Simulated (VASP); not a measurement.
Runs of VASP 6.6.1 on Sb. The structure is that of space group P2_1/m (No. 11), or close to it. The cells are those of the table. 

```tsv
level	potentials or basis	cell	cutoff (eV)	second run	gap on the mesh (eV)	pressure (GPa)	largest force (eV/Å)
LDA	VASP PAW LDA potentials, release 64 (Sb)	a = 4.528, b = 4.421, c = 6.500 Å, angles 90.0, 101.7, 90.0°, 4 atoms	520	-	none	(a)	0.18
PBEsol	VASP PAW PBE potentials, release 64 (Sb)	a = 4.617, b = 4.508, c = 6.627 Å, angles 90.0, 101.7, 90.0°, 4 atoms	520	-	none	-4.5	0.41
r2SCAN	VASP PAW PBE potentials, release 64 (Sb)	a = 4.587, b = 4.479, c = 6.585 Å, angles 90.0, 101.7, 90.0°, 4 atoms	520	-	none	-2.4	(b)
LDA	VASP PAW LDA potentials, release 64 (Sb)	a = 4.587, b = 4.479, c = 6.585 Å, angles 90.0, 101.7, 90.0°, 4 atoms	520	-	none	-4.8	0.40
PBEsol	VASP PAW PBE potentials, release 64 (Sb)	a = 4.435, b = 4.331, c = 6.367 Å, angles 90.0, 101.7, 90.0°, 4 atoms	520	-	none	1.0	0.42
r2SCAN	VASP PAW PBE potentials, release 64 (Sb)	a = 4.467, b = 4.361, c = 6.412 Å, angles 90.0, 101.7, 90.0°, 4 atoms	520	-	none	1.6	0.21
LDA	VASP PAW LDA potentials, release 64 (Sb_d_GW)	a = 4.558, b = 4.450, c = 6.543 Å, angles 90.0, 101.7, 90.0°, 4 atoms	500	valence_matched	none	-4.2	0.34
PBEsol	VASP PAW PBE potentials, release 64 (Sb_d_GW)	a = 4.435, b = 4.331, c = 6.367 Å, angles 90.0, 101.7, 90.0°, 4 atoms	500	valence_matched	none	0.8	0.37
```

Alike in all rows: task single point; no spin polarisation; k mesh 6 × 6 × 4; smearing fermi-dirac 0.05 eV.

Problem. Fill in the values left out.

Solution. (a) -3.2; (b) 0.53.

Caveats: spin-orbit coupling is left out, which moves the levels of the heavy elements; the PAW data sets were made with another functional, which shifts forces and pressure a little (some runs).

A k mesh can miss the band edges, and the runs leave out spin-orbit coupling on Sb.

A gap of «none» marks levels without a gap at the run's occupations.

The runs don't all hold the same shells in valence.
